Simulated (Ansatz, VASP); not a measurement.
## BiTe in VASP and in Ansatz

```
CELL_PARAMETERS angstrom
0.00000 3.16896 3.16896
3.16896 0.00000 3.16896
3.16896 3.16896 0.00000
ATOMIC_POSITIONS crystal
Bi 0.00000 0.00000 0.00000
Te 0.50000 0.50000 0.50000
```

Alike in both runs: task single point; functional PBE0; k mesh 4 × 4 × 4; occupations fermi-dirac, width 0.05 eV; no spin polarisation.

```csv
,VASP,Ansatz
version,VASP 6.6.1,Ansatz 0.2.0
potentials or method,"VASP PAW PBE potentials, release 64 (Bi_d, Te)",Ansatz PAW
plane-wave cutoff (eV),520,420
valence electrons in the cell,21,31
```

|  | VASP | Ansatz | Ansatz less VASP |
| --- | --- | --- | --- |
| gap on the k mesh at the Fermi level (eV) | none | none | - |
| pressure (GPa) | 1.7 | 2.1 | +0.40 |

A gap of «none» marks a metal or a gap that the smearing closes. VASP's potentials hold 21 valence electrons a cell and Ansatz's 31, so a difference there can come from the potentials and not from the codes.

The k mesh is coarse, so the values compare programs but aren't converged. Spin-orbit coupling is off throughout.
